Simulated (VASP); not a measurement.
# Hf (P6_3/mmc) in VASP: a series of runs

Runs on Hf. Level: PBE. Tasks: single point.

Program: VASP 6.6.1. These are calculated values, not measurements. Logs are shortened: lines on timing, memory, paths and dates and some standing lists are left out, and cuts for length are marked.

## Step 1: The cell of the first run

The structure is hexagonal, space group P6_3/mmc (No. 194). Conventional cell: a = 3.205 Å, b = 3.205 Å, c = 5.074 Å, α = 90.00°, β = 90.00°, γ = 120.00°. Within 4.1 Å of Hf (site symmetry -6m2) lie 12 Hf at 3.14 to 3.20 Å.

## Step 2: Single point, PBE

Input file INCAR:

```
PREC = Accurate
ENCUT = 520
EDIFF = 1E-7
ISMEAR = -1
SIGMA = 0.1
LREAL = F
LASPH = T
NELM = 80
ALGO = Normal
ISIF = 2
LWAVE = F
LCHARG = F
GGA = PE
NBANDS = 17
```

Input file KPOINTS:

```
Automatic mesh
0
Gamma
  4 4 2
```

Input file POSCAR:

```
Hf
1.0
    3.2045059552      0.0000000000      0.0000000000
   -1.6022529776      2.7751835638      0.0000000000
    0.0000000000      0.0000000000      5.0738215932
Hf
2
Direct
    0.3333333333      0.6666666667      0.2500000000
    0.6666666667      0.3333333333      0.7500000000
```

Potentials or basis: VASP PAW PBE potentials, release 64 (Hf_pv).

The run is started by

```sh
> cat potpaw_PBE.64/Hf_pv/POTCAR > POTCAR
> mpirun -np 1 vasp_std > vasp.out
```

OUTCAR:

```text
PREC = Accurate
   ENCUT = 520
   EDIFF = 1E-7
   ISMEAR = -1
   LREAL = F
   LASPH = T
   NELM = 80
   ISIF = 2
   GGA = PE

 ion  position               nearest neighbor table
   1  0.333  0.667  0.250-   2 3.14   2 3.14   2 3.14   2 3.14   2 3.14   2 3.14
   2  0.667  0.333  0.750-   1 3.14   1 3.14   1 3.14   1 3.14   1 3.14   1 3.14

  LATTYP: Found a hexagonal cell.
 ALAT       =     3.2045059552
 C/A-ratio  =     1.5833397298

  Lattice vectors:

 A1 = (   3.2045059552,   0.0000000000,   0.0000000000)
 A2 = (  -1.6022529776,   2.7751835638,   0.0000000000)
 A3 = (   0.0000000000,   0.0000000000,   5.0738215932)

Analysis of symmetry for initial positions (statically):
=====================================================================
 Subroutine PRICEL returns:
 Original cell was already a primitive cell.

 Routine SETGRP: Setting up the symmetry group for a
 hexagonal supercell.

 Subroutine GETGRP returns: Found 24 space group operations
 (whereof 12 operations were pure point group operations)
 out of a pool of 24 trial point group operations.

The static configuration has the point symmetry D_3d.
 The point group associated with its full space group is D_6h.

Analysis of symmetry for dynamics (positions and initial velocities):
=====================================================================
 Subroutine PRICEL returns:
 Original cell was already a primitive cell.

 Routine SETGRP: Setting up the symmetry group for a
 hexagonal supercell.

 Subroutine GETGRP returns: Found 24 space group operations
 (whereof 12 operations were pure point group operations)
 out of a pool of 24 trial point group operations.

The dynamic configuration has the point symmetry D_3d.
 The point group associated with its full space group is D_6h.

 Subroutine INISYM returns: Found 24 space group operations
 (whereof 12 operations are pure point group operations),
 and found     1 'primitive' translations

----------------------------------------------------------------------------------------

                                     Primitive cell

  volume of cell :      45.1220

  direct lattice vectors                    reciprocal lattice vectors
     3.204505955  0.000000000  0.000000000     0.312060584  0.180168262  0.000000000
    -1.602252978  2.775183564  0.000000000     0.000000000  0.360336524  0.000000000
     0.000000000  0.000000000  5.073821593     0.000000000  0.000000000  0.197090099

  length of vectors
     3.204505955  3.204505955  5.073821593     0.360336524  0.360336524  0.197090099

  position of ions in fractional coordinates (direct lattice)
     0.333333333  0.666666667  0.250000000
     0.666666667  0.333333333  0.750000000

  ion indices of the primitive-cell ions
   primitive index   ion index
                 1           1
                 2           2

----------------------------------------------------------------------------------------

 KPOINTS: Automatic mesh

Automatic generation of k-mesh.
 Grid dimensions read from file:
 generate k-points for:    4    4    2

 Generating k-lattice:

  Cartesian coordinates                     Fractional coordinates (reciprocal lattice)
     0.078015146  0.045042066  0.000000000     0.250000000  0.000000000  0.000000000
     0.000000000  0.090084131  0.000000000     0.000000000  0.250000000  0.000000000
     0.000000000  0.000000000  0.098545049     0.000000000  0.000000000  0.500000000

  Length of vectors
     0.090084131  0.090084131  0.098545049

  Shift w.r.t. Gamma in fractional coordinates (k-lattice)
     0.000000000  0.000000000  0.000000000

 Subroutine IBZKPT returns following result:
 ===========================================

 Found      8 irreducible k-points:

 Following reciprocal coordinates:
            Coordinates               Weight
  0.000000  0.000000  0.000000      1.000000
  0.250000  0.000000  0.000000      6.000000
  0.500000  0.000000  0.000000      3.000000
  0.250000  0.250000  0.000000      6.000000
  0.000000  0.000000  0.500000      1.000000
  0.250000  0.000000  0.500000      6.000000
  0.500000  0.000000  0.500000      3.000000
  0.250000  0.250000  0.500000      6.000000
   k-points           NKPTS =      8   k-points in BZ     NKDIM =      8   number of bands    NBANDS=     17
   number of dos      NEDOS =    301   number of ions     NIONS =      2
   total plane-waves  NPLWV =  23040
   dimension x,y,z NGX =    24 NGY =   24 NGZ =   40
   dimension x,y,z NGXF=    48 NGYF=   48 NGZF=   80
   ions per type =               2
   NGX,Y,Z   is equivalent  to a cutoff of  12.45, 12.45, 13.11 a.u.
   NGXF,Y,Z  is equivalent  to a cutoff of  24.90, 24.90, 26.21 a.u.
 SYSTEM =  unknown system
   PREC   = accura    normal or accurate (medium, high low for compatibility)
   ISTART =      0    job   : 0-new  1-cont  2-samecut
   ICHARG =      2    charge: 1-file 2-atom 10-const
   ISPIN  =      1    spin polarized calculation?
   LNONCOLLINEAR =      F non collinear calculations
   LSORBIT =      F    spin-orbit coupling
   LASPH  =      T    aspherical Exc in radial PAW
   ENCUT  =  520.0 eV  38.22 Ry    6.18 a.u.   5.96  5.96  9.43*2*pi/ulx,y,z
   NELM   =     80;   NELMIN=  2; NELMDL= -5     # of ELM steps
   EDIFF  = 0.1E-06   stopping-criterion for ELM
   LREAL  =      F    real-space projection
   EDIFFG = 0.1E-05   stopping-criterion for IOM
   NSW    =      0    number of steps for IOM
   IBRION =     -1    ionic relax: 0-MD 1-quasi-New 2-CG
   NFREE  =      0    steps in history (QN), initial steepest desc. (CG)
   ISIF   =      2    stress and relaxation
   ISYM   =      2    0-nonsym 1-usesym 2-fastsym
   POTIM  = 0.5000    time-step for ionic-motion
   TEBEG  =    0.0;   TEEND  =   0.0 temperature during run
   PSTRESS=    0.0 pullay stress
   NELECT =      20.0000    total number of electrons
   NUPDOWN=      -1.0000    fix difference up-down
   EMIN   =  10.00;   EMAX   =-10.00  energy-range for DOS
   EFERMI =   0.00;   METHOD = LEGACY
   ISMEAR =    -1;   SIGMA  =   0.10  broadening in eV -4-tet -1-fermi 0-gaus
   EFERMI_NEDOS =   21; number of points for ismear=-14 and -15
   IALGO  =     38    algorithm
   IMIX   =      4    mixing-type and parameters
     AMIX     =   0.40;   BMIX     =  1.00
     AMIX_MAG =   1.60;   BMIX_MAG =  1.00
  volume/ion in A,a.u.               =      22.56       152.25
  Fermi-wavevector in a.u.,A,eV,Ry     =   1.248213  2.358781 21.198375  1.558037
  Thomas-Fermi vector in A             =   2.382310
   LORBIT       =      0    0 simple, 1 ext, 2 COOP (PROOUT), +10 PAW based schemes
   GGA     = PE    functional components
   LHFCALC =     F    Hartree Fock is set to
   AEXX    =    0.0000 exact exchange contribution
   IVDW    =     0    specifies the selected vdW correction
   LEPSILON=     F    determine dielectric tensor
   LRPA    =     F    only Hartree local field effects (RPA)
 non-spin polarized calculation
  energy-cutoff  :      520.00
  volume of cell :       45.12
 maximum number of plane-waves:      1224
 NGX is ok and might be reduce to    24
   NGX = 11   NGY = 11   NGZ = 19

 number of electron      20.0000006 magnetization

 Free energy of the ion-electron system (eV)
  ---------------------------------------------------
  ext. energy  EPLUGINS =         0.00000000
  ---------------------------------------------------
  free energy    TOTEN  =       -19.81727335 eV

  energy without entropy =      -19.75366416  energy(sigma->0) =      -19.78546875

 E-fermi :   4.6766     XC(G=0): -11.2427

 val. band max:        4.3377885636   @ k =   0.2500   0.0000   0.0000
 cond. band min:       4.7389862903   @ k =   0.2500   0.2500   0.5000
 fundamental gap:      0.4011977267
 Fermi energy:         4.6766188635

 k-point     1 :       0.0000    0.0000    0.0000
  band No.  band energies     occupation
      1     -26.2218      2.00000
      2     -25.4749      2.00000
      3     -25.4749      2.00000
      4     -25.3795      2.00000
      5     -25.3507      2.00000
      6     -25.3507      2.00000
[... 9 lines left out ...]
     16       7.4826      0.00000
     17      10.1503      0.00000

 k-point     2 :       0.2500    0.0000    0.0000
  band No.  band energies     occupation
      1     -26.0787      2.00000
      2     -25.7525      2.00000
      3     -25.6309      2.00000
      4     -25.5635      2.00000
      5     -25.4519      2.00000
      6     -25.3918      2.00000
[... 9 lines left out ...]
     16       8.4462      0.00000
     17      10.9289      0.00000

 k-point     3 :       0.5000    0.0000    0.0000
  band No.  band energies     occupation
      1     -26.0286      2.00000
      2     -25.8867      2.00000
      3     -25.8660      2.00000
      4     -25.6454      2.00000
      5     -25.5933      2.00000
      6     -25.4379      2.00000
[... 9 lines left out ...]
     16      11.2623      0.00000
     17      11.7514      0.00000

 k-point     4 :       0.2500    0.2500    0.0000
  band No.  band energies     occupation
      1     -25.9129      2.00000
      2     -25.8689      2.00000
      3     -25.8494      2.00000
      4     -25.6866      2.00000
      5     -25.5902      2.00000
      6     -25.5615      2.00000
[... 9 lines left out ...]
     16      10.7044      0.00000
     17      11.4698      0.00000

 k-point     5 :       0.0000    0.0000    0.5000
  band No.  band energies     occupation
      1     -25.8155      2.00000
      2     -25.8155      2.00000
      3     -25.4130      2.00000
      4     -25.4130      2.00000
      5     -25.4130      2.00000
      6     -25.4130      2.00000
[... 9 lines left out ...]
     16       9.6203      0.00000
     17       9.6203      0.00000

 k-point     6 :       0.2500    0.0000    0.5000
  band No.  band energies     occupation
      1     -25.9099      2.00000
      2     -25.9099      2.00000
      3     -25.5509      2.00000
      4     -25.5509      2.00000
      5     -25.4784      2.00000
      6     -25.4784      2.00000
[... 9 lines left out ...]
     16       9.5470      0.00000
     17       9.8337      0.00000

 k-point     7 :       0.5000    0.0000    0.5000
  band No.  band energies     occupation
      1     -26.1043      2.00000
      2     -26.1043      2.00000
      3     -25.5766      2.00000
      4     -25.5766      2.00000
      5     -25.5427      2.00000
      6     -25.5427      2.00000
[... 9 lines left out ...]
     16      10.9020      0.00000
     17      11.0047      0.00000

 k-point     8 :       0.2500    0.2500    0.5000
  band No.  band energies     occupation
      1     -26.0216      2.00000
      2     -26.0216      2.00000
      3     -25.7021      2.00000
      4     -25.7021      2.00000
      5     -25.5058      2.00000
      6     -25.5058      2.00000
[... 9 lines left out ...]
     16      10.4240      0.00000
     17      11.7392      0.00000

------------------------ aborting loop because EDIFF is reached ----------------------------------------

  FORCE on cell =-STRESS in cart. coord.  units (eV):
  Direction    XX          YY          ZZ          XY          YZ          ZX
  --------------------------------------------------------------------------------------
  -------------------------------------------------------------------------------------
  Total       -0.1176910     -0.1176910     -0.5143589      0.0000000      0.0000000      0.0000000
  in kB       -4.1789373     -4.1789373    -18.2637051      0.0000000      0.0000000      0.0000000
  external PRESSURE =      -8.8738599 kB  Pullay stress =       0.0000000 kB

 VOLUME and BASIS-vectors are now :
 -----------------------------------------------------------------------------
  energy-cutoff  :      520.00
  volume of cell :       45.12
      direct lattice vectors                 reciprocal lattice vectors
     3.204505955  0.000000000  0.000000000     0.312060584  0.180168262  0.000000000
    -1.602252978  2.775183564  0.000000000     0.000000000  0.360336524  0.000000000
     0.000000000  0.000000000  5.073821593     0.000000000  0.000000000  0.197090099

 POSITION                                       TOTAL-FORCE (eV/Angst)
 -----------------------------------------------------------------------------------
     -0.00000      1.85012      1.26846         0.000000      0.000000      0.000000
      1.60225      0.92506      3.80537        -0.000000     -0.000000     -0.000000
 -----------------------------------------------------------------------------------
    total drift:                               -0.000000      0.000000     -0.000000

  FREE ENERGIE OF THE ION-ELECTRON SYSTEM (eV)
  ---------------------------------------------------
  free  energy   TOTEN  =       -19.8172733524 eV

  energy  without entropy=      -19.7536641568  energy(sigma->0) =      -19.78546875
```

Run time: 12 s. Hardware: 1 thread of Intel Xeon 8259CL, shared host; peak memory 0.15 GiB.

What came out:

```yaml
Free_energy: -19.8173 eV
Pressure: -0.9 GPa
Band_gap_on_the_k_mesh: zero (band 10 reaches 6.06 eV, above the bottom of band 11 at 4.74 eV)
```

Caveat: the k points lie up to 0.62 Å⁻¹ apart; spin-orbit coupling is left out, which moves the levels of the heavy elements.

## Step 3: Single point, PBE

Input file INCAR:

```
PREC = Accurate
ENCUT = 520
EDIFF = 1E-6
ISMEAR = -1
SIGMA = 0.1
LREAL = False
LASPH = True
NELM = 100
ALGO = Normal
ISIF = 2
LWAVE = False
LCHARG = False
GGA = PE
NBANDS = 17
```

Input file KPOINTS:

```
regular mesh
0
Gamma
  6 6 3
```

POSCAR is that of step 2.

Potentials or basis: VASP PAW PBE potentials, release 64 (Hf_pv).

The run is started by

```sh
> cat potpaw_PBE.64/Hf_pv/POTCAR > POTCAR
> mpirun -np 1 vasp_std > vasp.out
```

Run time: 14 s. Hardware: 1 thread of Intel Xeon 8259CL, shared host; peak memory 0.16 GiB.

The run converged. Its results:

- Free energy: -19.8398 eV
- Pressure: 0.1 GPa
- Band gap on the k mesh: zero (band 10 reaches 6.03 eV, above the bottom of band 11 at 4.77 eV)

Levels at points of the mesh, in eV from the Fermi level:
| k point | band 7 | band 8 | band 9 | band 10 | band 11 | band 12 | band 13 | band 14 |
| --- | --- | --- | --- | --- | --- | --- | --- | --- |
| (0.00, 0.00, 0.00) | -7.39 | -3.73 | 0.57 | 1.13 | 1.13 | 1.41 | 1.94 | 1.94 |
| (0.50, 0.00, 0.00) | -3.38 | -2.76 | -2.24 | -0.85 | 0.76 | 0.82 | 1.62 | 5.79 |

Caveat: the k points lie up to 0.41 Å⁻¹ apart; spin-orbit coupling is left out, which moves the levels of the heavy elements.

## Step 4: Single point, PBE

Input file INCAR:

```
SYSTEM = Hf
  PREC = Accurate
  ENCUT = 520
  EDIFF = 1E-6
  ISMEAR = -1
  SIGMA = 0.1
  LREAL = .FALSE.
  LASPH = .TRUE.
  NELM = 80
  ALGO = Normal
  ISIF = 2
  LWAVE = .FALSE.
  LCHARG = .FALSE.
  GGA = PE
  NBANDS = 17
```

Input file KPOINTS:

```
Automatic mesh
0
G
  7 7 4
  0 0 0
```

POSCAR is that of step 3.

Potentials or basis: VASP PAW PBE potentials, release 64 (Hf_pv).

The run is started by

```sh
> cat potpaw_PBE.64/Hf_pv/POTCAR > POTCAR
> mpirun -np 1 vasp_std > vasp.out
```

OUTCAR:

```text
SYSTEM = Hf
   PREC = Accurate
   ENCUT = 520
   EDIFF = 1E-6
   ISMEAR = -1
   LREAL = .FALSE.
   LASPH = .TRUE.
   NELM = 80
   ISIF = 2
   GGA = PE

 ion  position               nearest neighbor table
   1  0.333  0.667  0.250-   2 3.14   2 3.14   2 3.14   2 3.14   2 3.14   2 3.14
   2  0.667  0.333  0.750-   1 3.14   1 3.14   1 3.14   1 3.14   1 3.14   1 3.14

  LATTYP: Found a hexagonal cell.
 ALAT       =     3.2045059552
 C/A-ratio  =     1.5833397298

  Lattice vectors:

[... 665 lines left out ...]

------------------------ aborting loop because EDIFF is reached ----------------------------------------

  FORCE on cell =-STRESS in cart. coord.  units (eV):
  Direction    XX          YY          ZZ          XY          YZ          ZX
  --------------------------------------------------------------------------------------
  -------------------------------------------------------------------------------------
  Total       -0.1673933     -0.1673933     -0.0163843      0.0000000     -0.0000000      0.0000000
  in kB       -5.9437507     -5.9437507     -0.5817682      0.0000000     -0.0000000      0.0000000
  external PRESSURE =      -4.1564232 kB  Pullay stress =       0.0000000 kB

 VOLUME and BASIS-vectors are now :
 -----------------------------------------------------------------------------
  energy-cutoff  :      520.00
  volume of cell :       45.12
      direct lattice vectors                 reciprocal lattice vectors
     3.204505955  0.000000000  0.000000000     0.312060584  0.180168262  0.000000000
    -1.602252978  2.775183564  0.000000000     0.000000000  0.360336524  0.000000000
     0.000000000  0.000000000  5.073821593     0.000000000  0.000000000  0.197090099

 POSITION                                       TOTAL-FORCE (eV/Angst)
 -----------------------------------------------------------------------------------
     -0.00000      1.85012      1.26846         0.000000      0.000000      0.000000
      1.60225      0.92506      3.80537        -0.000000     -0.000000      0.000000
 -----------------------------------------------------------------------------------
    total drift:                               -0.000000      0.000000     -0.000000

  FREE ENERGIE OF THE ION-ELECTRON SYSTEM (eV)
  ---------------------------------------------------
  free  energy   TOTEN  =       -19.8760708630 eV

  energy  without entropy=      -19.8188787433  energy(sigma->0) =      -19.84747480
```

stdout:

```text
POSCAR found type information on POSCAR Hf
 POSCAR found :  1 types and       2 ions
 scaLAPACK will be used
 LDA part: xc-table for (Slater+PW92), standard interpolation
 POSCAR, INCAR and KPOINTS ok, starting setup
 FFT: planning ... GRIDC
 FFT: planning ... GRID_SOFT
 FFT: planning ... GRID
 WAVECAR not read
 entering main loop
```

Run time: 20 s. Hardware: 1 thread of Intel Xeon 8259CL, shared host; peak memory 0.16 GiB.

What came out:

```yaml
Free_energy: -19.8761 eV
Pressure: -0.4 GPa
Band_gap_on_the_k_mesh: zero (band 10 reaches 6.04 eV, above the bottom of band 11 at 4.64 eV)
```

Caveat: spin-orbit coupling is left out, which moves the levels of the heavy elements.

## Step 5: Single point, PBE

Input file INCAR:

```
ALGO     = Normal         # electronic algorithm
EDIFF    = 1E-6           # SCF threshold, eV
ENCUT    = 520            # plane-wave cutoff, eV
GGA      = PE             # functional
ISIF     = 2              # what is computed and relaxed
ISMEAR   = -1             # smearing method
LASPH    = True           # aspherical terms in the spheres
LCHARG   = True           # write CHGCAR
LELF     = True           # ELF
LREAL    = False          # projectors in reciprocal space
LVHAR    = True         
LWAVE    = False          # write WAVECAR
NBANDS   = 17             # bands
NELM     = 80             # most SCF steps
PREC     = Accurate       # precision mode
SIGMA    = 0.1            # smearing width, eV
```

Input file KPOINTS:

```
k-points
0
Gamma
  9 9 5
```

POSCAR is that of step 4.

The run is started by

```sh
> cat potpaw_PBE.64/Hf_pv/POTCAR > POTCAR
> mpirun -np 1 vasp_std > vasp.out
```

Wall time 30 s (1 thread of Intel Xeon 8259CL, shared host); peak memory 0.17 GiB.

It converged, with:

| Item | Value |
| --- | --- |
| Free energy | -19.8775 eV |
| Pressure | -0.6 GPa |
| Band gap on the k mesh | zero (band 10 reaches 6.04 eV, above the bottom of band 11 at 4.50 eV) |

Stress tensor (GPa, compression positive):
```
-0.49  0.00  0.00
 0.00 -0.49  0.00
 0.00  0.00 -0.76
```

Levels at points of the mesh, in eV from the Fermi level:
```tsv
k point	band 7	band 8	band 9	band 10	band 11	band 12	band 13	band 14
(0.00, 0.00, 0.00)	-7.34	-3.67	0.62	1.20	1.20	1.46	2.01	2.01
```

Caveat: spin-orbit coupling is left out, which moves the levels of the heavy elements.

## Step 6: The runs side by side

```csv
k mesh,gap on the mesh (eV),pressure (GPa)
4 × 4 × 2,none,-0.9
6 × 6 × 3,none,0.1
7 × 7 × 4,none,-0.4
9 × 9 × 5,none,-0.6
```

Alike in all rows: task single point; level PBE; potentials or basis VASP PAW PBE potentials, release 64 (Hf_pv); no spin polarisation; cell as given; cutoff (eV) 520; smearing fermi-dirac 0.1 eV.

Caveats: some runs use coarse meshes; spin-orbit coupling is left out, which moves the levels of the heavy elements.

Absolute energies hang on the potentials; compare differences alone.
